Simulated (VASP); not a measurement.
Set up this calculation in VASP 6.6.1, as the native input.

```yaml
Task: relaxation of shape and atoms at fixed volume
Functional: PBEsol
Potentials_or_basis: VASP PAW PBE potentials, release 64 (Os)
Cutoff: 600 eV
k_mesh: 18 × 18 × 10
Occupations: gaussian, width 0.1 eV
Spin: no spin polarisation
Dipole_correction: no
Further_INCAR_settings: ALGO = Normal; EDIFF = 1e-06; IBRION = 2; EDIFFG = -0.01; NSW = 50; ISIF = 4
```

The structure of Os lies in POSCAR:

```
Os
1.0
    2.8182948327      0.0000000000      0.0000000000
   -1.4091474163      2.4407149205      0.0000000000
    0.0000000000      0.0000000000      4.4428548903
Os
2
Direct
    0.3333333333      0.6666666667      0.2500000000
    0.6666666667      0.3333333333      0.7500000000
```

The input as run:

INCAR

```
ALGO = Normal
EDIFF = 1E-6
EDIFFG = -0.01
ENCUT = 600
GGA = PS
IBRION = 2
ISIF = 4
ISMEAR = 0
LASPH = T
LCHARG = F
LREAL = F
LWAVE = F
NELM = 100
NSW = 50
PREC = Accurate
SIGMA = 0.1
```

KPOINTS

```
k-points
0
Gamma
  18 18 10
```

Potentials or basis: VASP PAW PBE potentials, release 64 (Os).

Run with:

```console
$ cat potpaw_PBE.64/Os/POTCAR > POTCAR
$ mpirun -np 1 vasp_std > vasp.out
```

It gave:

```
Energy gained by relaxing : 0.1 meV/atom
Ionic steps               : 3
Pressure after relaxing   : -32.9 GPa
Band gap on the k mesh    : zero (bands 8 and 9 overlap by 3.41 eV)
```

Caveat: the PAW data sets were made with another functional, which shifts forces and pressure a little; spin-orbit coupling is left out, which moves the levels of the heavy elements.

It took 2.2 min on 1 thread of AMD EPYC 7R43 64-Core Processor (Zen 3), on a shared host, peak memory 0.2 GiB.
